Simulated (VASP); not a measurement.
Runs of VASP 6.6.1 on NiO. The structure is that of space group Fm-3m (No. 225), or close to it. The cells are those of the table. 

```csv
cell,gap on the mesh (eV),pressure (GPa)
"a = 2.961 Å, angles 60.0°, 2 atoms",none,-3.7
"a = 2.941 Å, angles 60.0°, 2 atoms",none,0.1
"a = 2.980 Å, angles 60.0°, 2 atoms",none,(a)
"a = 2.950 Å, angles 60.0°, 2 atoms",none,-1.7
```

Alike in all rows: task single point; level PBE; potentials or basis VASP PAW PBE potentials, release 64 (Ni, O); no spin polarisation; k mesh 14 × 14 × 14; cutoff (eV) 520; smearing gaussian 0.05 eV.

Problem. Estimate the missing entries.

Solution. (a) -7.3.

Caveats: the run has no spin polarisation, though such a crystal can be magnetic; semilocal functionals often make such compounds metallic where correlation or magnetic order opens a gap, which also shifts bond lengths.

A gap of «none» marks levels without a gap at the run's occupations.
